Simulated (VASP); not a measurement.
# WSe2 (P1) in VASP: a series of runs

Runs on WSe2. Level: PBE. Tasks: single point.

All numbers are computed with VASP 6.6.1; they aren't measurements. Logs are shortened: lines on timing, memory, paths and dates and some standing lists are left out, and cuts for length are marked.

## Step 1: The cell of the first run

The typed cell holds 6 atoms: a = 3.290 Å, b = 3.290 Å, c = 12.970 Å, α = 90.00°, β = 90.00°, γ = 120.00°.

## Step 2: Single point, PBE (atom 3 (Se) moved +0.270 Å along Cartesian [1 -1 0])

Contents of INCAR:

```
PREC = Accurate
ENCUT = 520
EDIFF = 1E-7
ISMEAR = 0
SIGMA = 0.05
LREAL = False
LASPH = True
NELM = 80
ALGO = Normal
ISIF = 2
LWAVE = False
LCHARG = False
GGA = PE
NBANDS = 35
```

Contents of KPOINTS:

```
regular mesh
0
Gamma
  12 12 2
```

Contents of POSCAR:

```
WSe2
1.0
    3.2899984505      0.0000000000      0.0000000000
   -1.6449992252      2.8492222365      0.0000000000
    0.0000000000      0.0000000000     12.9700000000
W Se
2 4
Direct
    0.3333333333      0.6666666667      0.2500000000
    0.6666666667      0.3333333333      0.7500000000
    0.3578597256      0.5996593169      0.6210000000
    0.6666666667      0.3333333333      0.1210000000
    0.3333333333      0.6666666667      0.8790000000
    0.6666666667      0.3333333333      0.3790000000
```

Potentials or basis: VASP PAW PBE potentials, release 64 (W_sv, Se).

Command:

```bash
$ cat potpaw_PBE.64/W_sv/POTCAR potpaw_PBE.64/Se/POTCAR > POTCAR
$ mpirun -np 1 vasp_std > vasp.out
```

OUTCAR:

```text
PREC = Accurate
   ENCUT = 520
   EDIFF = 1E-7
   ISMEAR = 0
   LREAL = False
   LASPH = True
   NELM = 80
   ISIF = 2
   GGA = PE

 ion  position               nearest neighbor table
   1  0.333  0.667  0.250-   4 2.53   6 2.53   4 2.53   6 2.53   4 2.53   6 2.53
   2  0.667  0.333  0.750-   3 2.34   5 2.53   5 2.53   5 2.53   3 2.60   3 2.68
   3  0.358  0.600  0.621-   2 2.34   2 2.60   2 2.68
   4  0.667  0.333  0.121-   1 2.53   1 2.53   1 2.53
   5  0.333  0.667  0.879-   2 2.53   2 2.53   2 2.53
   6  0.667  0.333  0.379-   1 2.53   1 2.53   1 2.53

  LATTYP: Found a hexagonal cell.
 ALAT       =     3.2899984505
 C/A-ratio  =     3.9422510968

  Lattice vectors:

 A1 = (   3.2899984505,   0.0000000000,   0.0000000000)
 A2 = (  -1.6449992252,   2.8492222365,   0.0000000000)
 A3 = (   0.0000000000,   0.0000000000,  12.9700000000)

Analysis of symmetry for initial positions (statically):
=====================================================================
 Subroutine PRICEL returns:
 Original cell was already a primitive cell.

 Routine SETGRP: Setting up the symmetry group for a
 hexagonal supercell.

 Subroutine GETGRP returns: Found  1 space group operations
 (whereof  1 operations were pure point group operations)
 out of a pool of 24 trial point group operations.

The static configuration has the point symmetry C_1 .

Analysis of symmetry for dynamics (positions and initial velocities):
=====================================================================
 Subroutine PRICEL returns:
 Original cell was already a primitive cell.

 Routine SETGRP: Setting up the symmetry group for a
 hexagonal supercell.

 Subroutine GETGRP returns: Found  1 space group operations
 (whereof  1 operations were pure point group operations)
 out of a pool of 24 trial point group operations.

The dynamic configuration has the point symmetry C_1 .

 Subroutine INISYM returns: Found  1 space group operations
 (whereof  1 operations are pure point group operations),
 and found     1 'primitive' translations

----------------------------------------------------------------------------------------

                                     Primitive cell

  volume of cell :     121.5800

  direct lattice vectors                    reciprocal lattice vectors
     3.289998451  0.000000000  0.000000000     0.303951511  0.175486487  0.000000000
    -1.644999225  2.849222237  0.000000000     0.000000000  0.350972973  0.000000000
     0.000000000  0.000000000 12.970000000     0.000000000  0.000000000  0.077101002

  length of vectors
     3.289998451  3.289998450 12.970000000     0.350972973  0.350972973  0.077101002

  position of ions in fractional coordinates (direct lattice)
     0.333333333  0.666666667  0.250000000
     0.666666667  0.333333333  0.750000000
     0.357859726  0.599659317  0.621000000
     0.666666667  0.333333333  0.121000000
     0.333333333  0.666666667  0.879000000
     0.666666667  0.333333333  0.379000000

  ion indices of the primitive-cell ions
   primitive index   ion index
                 1           1
                 2           2
                 3           3
                 4           4
                 5           5
                 6           6

----------------------------------------------------------------------------------------

 KPOINTS: regular mesh

Automatic generation of k-mesh.
 Grid dimensions read from file:
 generate k-points for:   12   12    2

 Generating k-lattice:

  Cartesian coordinates                     Fractional coordinates (reciprocal lattice)
     0.025329293  0.014623874  0.000000000     0.083333333 -0.000000000  0.000000000
     0.000000000  0.029247748  0.000000000     0.000000000  0.083333333  0.000000000
     0.000000000  0.000000000  0.038550501     0.000000000  0.000000000  0.500000000

  Length of vectors
     0.029247748  0.029247748  0.038550501

  Shift w.r.t. Gamma in fractional coordinates (k-lattice)
     0.000000000  0.000000000  0.000000000

 Subroutine IBZKPT returns following result:
 ===========================================

 Found    148 irreducible k-points:

 Following reciprocal coordinates:
            Coordinates               Weight
  0.000000  0.000000  0.000000      1.000000
  0.083333 -0.000000  0.000000      2.000000
  0.000000  0.083333  0.000000      2.000000
 -0.083333  0.083333  0.000000      2.000000
  0.166667 -0.000000  0.000000      2.000000
  0.000000  0.166667  0.000000      2.000000
[... 16 lines left out ...]
  0.166667  0.083333  0.000000      2.000000
 -0.083333  0.250000  0.000000      2.000000
 [... further k-points ...]
   k-points           NKPTS =    148   k-points in BZ     NKDIM =    148   number of bands    NBANDS=     35
   number of dos      NEDOS =    301   number of ions     NIONS =      6
   total plane-waves  NPLWV =  55296
   dimension x,y,z NGX =    24 NGY =   24 NGZ =   96
   dimension x,y,z NGXF=    48 NGYF=   48 NGZF=  192
   ions per type =               2   4
   NGX,Y,Z   is equivalent  to a cutoff of  12.13, 12.13, 12.31 a.u.
   NGXF,Y,Z  is equivalent  to a cutoff of  24.25, 24.25, 24.61 a.u.
 SYSTEM =  unknown system
   PREC   = accura    normal or accurate (medium, high low for compatibility)
   ISTART =      0    job   : 0-new  1-cont  2-samecut
   ICHARG =      2    charge: 1-file 2-atom 10-const
   ISPIN  =      1    spin polarized calculation?
   LNONCOLLINEAR =      F non collinear calculations
   LSORBIT =      F    spin-orbit coupling
   LASPH  =      T    aspherical Exc in radial PAW
   ENCUT  =  520.0 eV  38.22 Ry    6.18 a.u.   6.12  6.12 24.12*2*pi/ulx,y,z
   NELM   =     80;   NELMIN=  2; NELMDL= -5     # of ELM steps
   EDIFF  = 0.1E-06   stopping-criterion for ELM
   LREAL  =      F    real-space projection
   EDIFFG = 0.1E-05   stopping-criterion for IOM
   NSW    =      0    number of steps for IOM
   IBRION =     -1    ionic relax: 0-MD 1-quasi-New 2-CG
   NFREE  =      0    steps in history (QN), initial steepest desc. (CG)
   ISIF   =      2    stress and relaxation
   ISYM   =      2    0-nonsym 1-usesym 2-fastsym
   POTIM  = 0.5000    time-step for ionic-motion
   TEBEG  =    0.0;   TEEND  =   0.0 temperature during run
   PSTRESS=    0.0 pullay stress
   NELECT =      52.0000    total number of electrons
   NUPDOWN=      -1.0000    fix difference up-down
   EMIN   =  10.00;   EMAX   =-10.00  energy-range for DOS
   EFERMI =   0.00;   METHOD = LEGACY
   ISMEAR =     0;   SIGMA  =   0.05  broadening in eV -4-tet -1-fermi 0-gaus
   EFERMI_NEDOS =   21; number of points for ismear=-14 and -15
   IALGO  =     38    algorithm
   IMIX   =      4    mixing-type and parameters
     AMIX     =   0.40;   BMIX     =  1.00
     AMIX_MAG =   1.60;   BMIX_MAG =  1.00
  volume/ion in A,a.u.               =      20.26       136.74
  Fermi-wavevector in a.u.,A,eV,Ry     =   1.233451  2.330885 20.699927  1.521402
  Thomas-Fermi vector in A             =   2.368181
   LORBIT       =      0    0 simple, 1 ext, 2 COOP (PROOUT), +10 PAW based schemes
   GGA     = PE    functional components
   LHFCALC =     F    Hartree Fock is set to
   AEXX    =    0.0000 exact exchange contribution
   IVDW    =     0    specifies the selected vdW correction
   LEPSILON=     F    determine dielectric tensor
   LRPA    =     F    only Hartree local field effects (RPA)
 non-spin polarized calculation
 Gauss-broadening in eV      SIGMA  =   0.05
  energy-cutoff  :      520.00
  volume of cell :      121.58
 maximum number of plane-waves:      3324
   NGX = 13   NGY = 13   NGZ = 49

 number of electron      51.9999993 magnetization

 Free energy of the ion-electron system (eV)
  ---------------------------------------------------
  ext. energy  EPLUGINS =         0.00000000
  ---------------------------------------------------
  free energy    TOTEN  =       -42.77230651 eV

  energy without entropy =      -42.77230651  energy(sigma->0) =      -42.77230651

 E-fermi :   6.5450     XC(G=0): -10.7534

 val. band max:        6.2769726120   @ k =   0.0000   0.0000   0.0000
 cond. band min:       7.1957638408   @ k =   0.1667   0.1667   0.0000
 fundamental gap:      0.9187912288
 Fermi energy:         6.5450257366

 k-point     1 :       0.0000    0.0000    0.0000
  band No.  band energies     occupation
      1     -68.0622      2.00000
      2     -68.0428      2.00000
      3     -32.3176      2.00000
      4     -32.3083      2.00000
      5     -32.1869      2.00000
      6     -32.1835      2.00000
[... 27 lines left out ...]
     34       9.5078      0.00000
     35      10.8873      0.00000

 k-point     2 :       0.0833   -0.0000    0.0000
  band No.  band energies     occupation
      1     -68.0615      2.00000
      2     -68.0421      2.00000
      3     -32.3148      2.00000
      4     -32.3053      2.00000
      5     -32.1990      2.00000
      6     -32.1961      2.00000
[... 27 lines left out ...]
     34       9.5117      0.00000
     35      11.4865      0.00000

 k-point     3 :       0.0000    0.0833    0.0000
  band No.  band energies     occupation
      1     -68.0615      2.00000
      2     -68.0421      2.00000
      3     -32.3148      2.00000
      4     -32.3053      2.00000
      5     -32.1989      2.00000
      6     -32.1934      2.00000
[... 27 lines left out ...]
     34       9.5735      0.00000
     35      11.4830      0.00000

 k-point     4 :      -0.0833    0.0833    0.0000
  band No.  band energies     occupation
      1     -68.0615      2.00000
      2     -68.0421      2.00000
      3     -32.3147      2.00000
      4     -32.3053      2.00000
      5     -32.2028      2.00000
      6     -32.1993      2.00000
[... 27 lines left out ...]
     34       9.3830      0.00000
     35      11.4442      0.00000

 k-point     5 :       0.1667   -0.0000    0.0000
  band No.  band energies     occupation
      1     -68.0596      2.00000
      2     -68.0402      2.00000
      3     -32.3074      2.00000
      4     -32.2970      2.00000
      5     -32.2420      2.00000
      6     -32.2301      2.00000
[... 638 lines left out ...]
 k-point    22 :      -0.1667    0.0833    0.0000
  band No.  band energies     occupation
      1     -68.0603      2.00000
      2     -68.0408      2.00000
      3     -32.3096      2.00000
      4     -32.2997      2.00000
      5     -32.2288      2.00000
      6     -32.2278      2.00000
[... 27 lines left out ...]
     34       9.5063      0.00000
     35      12.2111      0.00000

 k-point    23 :       0.1667    0.0833    0.0000
  band No.  band energies     occupation
      1     -68.0580      2.00000
      2     -68.0386      2.00000
      3     -32.3015      2.00000
      4     -32.2899      2.00000
      5     -32.2760      2.00000
      6     -32.2499      2.00000
[... 27 lines left out ...]
     34      10.1451      0.00000
     35      12.9224      0.00000

 k-point    24 :      -0.0833    0.2500    0.0000
  band No.  band energies     occupation
      1     -68.0580      2.00000
      2     -68.0386      2.00000
      3     -32.3009      2.00000
      4     -32.2899      2.00000
      5     -32.2761      2.00000
      6     -32.2645      2.00000
[... 27 lines left out ...]
     34      10.1816      0.00000
     35      12.8829      0.00000

 [... further k-points ...]

------------------------ aborting loop because EDIFF is reached ----------------------------------------

  FORCE on cell =-STRESS in cart. coord.  units (eV):
  Direction    XX          YY          ZZ          XY          YZ          ZX
  --------------------------------------------------------------------------------------
  -------------------------------------------------------------------------------------
  Total        3.9878972      2.4536785      5.1841689     -0.7344164     -2.6413171      3.4783703
  in kB       52.5523987     32.3345065     68.3168340     -9.6781195    -34.8072029     45.8378668
  external PRESSURE =      51.0679131 kB  Pullay stress =       0.0000000 kB

 VOLUME and BASIS-vectors are now :
 -----------------------------------------------------------------------------
  energy-cutoff  :      520.00
  volume of cell :      121.58
      direct lattice vectors                 reciprocal lattice vectors
     3.289998451  0.000000000  0.000000000     0.303951511  0.175486487  0.000000000
    -1.644999225  2.849222237  0.000000000     0.000000000  0.350972973  0.000000000
     0.000000000  0.000000000 12.970000000     0.000000000  0.000000000  0.077101002

 POSITION                                       TOTAL-FORCE (eV/Angst)
 -----------------------------------------------------------------------------------
     -0.00000      1.89948      3.24250         0.010358     -0.008575      0.002442
      1.64500      0.94974      9.72750         2.101153     -1.746443      0.868214
      0.19092      1.70856      8.05437        -2.141127      1.706772     -1.112734
      1.64500      0.94974      1.56937        -0.003366      0.002711     -0.218028
     -0.00000      1.89948     11.40063         0.018658      0.057803      0.247223
      1.64500      0.94974      4.91563         0.014325     -0.012269      0.212883
 -----------------------------------------------------------------------------------
    total drift:                                0.000033     -0.000008     -0.000055

  FREE ENERGIE OF THE ION-ELECTRON SYSTEM (eV)
  ---------------------------------------------------
  free  energy   TOTEN  =       -42.7723065060 eV

  energy  without entropy=      -42.7723065060  energy(sigma->0) =      -42.77230651
```

It took 6.3 min on 1 thread of Intel Xeon Platinum 8259CL at 2.50GHz (Skylake/Cascade Lake), shared host; peak memory 0.6 GiB.

Results:

| Item | Value |
| --- | --- |
| Free energy | -42.7723 eV |
| Pressure | 5.1 GPa |
| Largest force | 2.956 eV/Å |
| Band gap on the k mesh | 0.92 eV (least direct gap 1.49 eV) |

Forces in eV/Å, atoms in the order of the input:
```
W    0.010 -0.009  0.002
W    2.101 -1.746  0.868
Se  -2.141  1.707 -1.113
Se  -0.003  0.003 -0.218
Se   0.019  0.058  0.247
Se   0.014 -0.012  0.213
```

Caveat: the cell differs from its parent crystal (atom 3 (Se) moved +0.270 Å along Cartesian [1 -1 0]); the cell stands under pressure; spin-orbit coupling is left out, which moves the levels of the heavy elements; forces of over 1 eV/Å act on the atoms, so gaps and moduli don't describe the material at rest. A k mesh can miss the band edges.

## Step 3: Single point, PBE (atom 3 (Se) moved +0.360 Å along Cartesian [1 -1 0])

Contents of INCAR:

```
ALGO = Normal
EDIFF = 1E-6
ENCUT = 520
GGA = PE
ISIF = 2
ISMEAR = 0
LASPH = True
LCHARG = False
LREAL = False
LWAVE = False
NBANDS = 35
NELM = 100
PREC = Accurate
SIGMA = 0.05
```

Contents of KPOINTS:

```
k-points
0
Gamma
  12 12 2
```

POSCAR: that of step 2 with these lines changed.

```diff
@@ -10,3 +10,3 @@
     0.6666666667      0.3333333333      0.7500000000
-    0.3578597256      0.5996593169      0.6210000000
+    0.3660351897      0.5773235337      0.6210000000
     0.6666666667      0.3333333333      0.1210000000
```

Potentials or basis: VASP PAW PBE potentials, release 64 (W_sv, Se).

Command:

```bash
$ cat potpaw_PBE.64/W_sv/POTCAR potpaw_PBE.64/Se/POTCAR > POTCAR
$ mpirun -np 1 vasp_std > vasp.out
```

It took 6.4 min on 1 thread of Intel Xeon Platinum 8259CL at 2.50GHz (Skylake/Cascade Lake), shared host; peak memory 0.6 GiB.

The run converged. Its results:

- Free energy: -42.4830 eV
- Pressure: 6.0 GPa
- Largest force: 4.192 eV/Å
- Band gap on the k mesh: 0.91 eV (least direct gap 1.46 eV)

Forces in eV/Å, atoms in the order of the input:
```
W    0.014 -0.011  0.004
W    2.915 -2.283  1.609
Se  -3.010  2.238 -1.872
Se  -0.005  0.003 -0.219
Se   0.066  0.069  0.268
Se   0.020 -0.017  0.209
```

Stress tensor (GPa, compression positive):
```
 6.09 -1.27  6.53
-1.27  3.33 -4.57
 6.53 -4.57  8.57
```

Levels at points of the mesh, in eV from the valence-band top:
| k point | band 24 | band 25 | band 26 | band 27 | band 28 | band 29 |
| --- | --- | --- | --- | --- | --- | --- |
| (0.00, 0.00, 0.00) | -1.01 | -0.76 | 0.00 | 1.64 | 2.28 | 2.64 |
| (0.50, 0.00, 0.00) | -1.37 | -1.26 | -0.48 | 1.99 | 2.13 | 2.29 |
| (0.00, 0.50, 0.00) | -1.36 | -1.26 | -0.60 | 2.08 | 2.13 | 2.25 |
| (0.50, 0.50, 0.00) | -1.36 | -1.29 | -1.01 | 2.00 | 2.13 | 2.33 |
| (0.00, 0.00, 0.50) | -0.83 | -0.27 | -0.14 | 1.64 | 2.28 | 2.65 |
| (0.50, 0.00, 0.50) | -1.36 | -1.25 | -0.48 | 2.01 | 2.13 | 2.43 |
| (0.00, 0.50, 0.50) | -1.37 | -1.25 | -0.61 | 2.11 | 2.13 | 2.42 |
| (0.50, 0.50, 0.50) | -1.34 | -1.25 | -1.07 | 2.00 | 2.13 | 2.49 |

Caveat: the cell differs from its parent crystal (atom 3 (Se) moved +0.360 Å along Cartesian [1 -1 0]); the cell stands under pressure; spin-orbit coupling is left out, which moves the levels of the heavy elements; forces of over 1 eV/Å act on the atoms, so gaps and moduli don't describe the material at rest. A k mesh can miss the band edges.
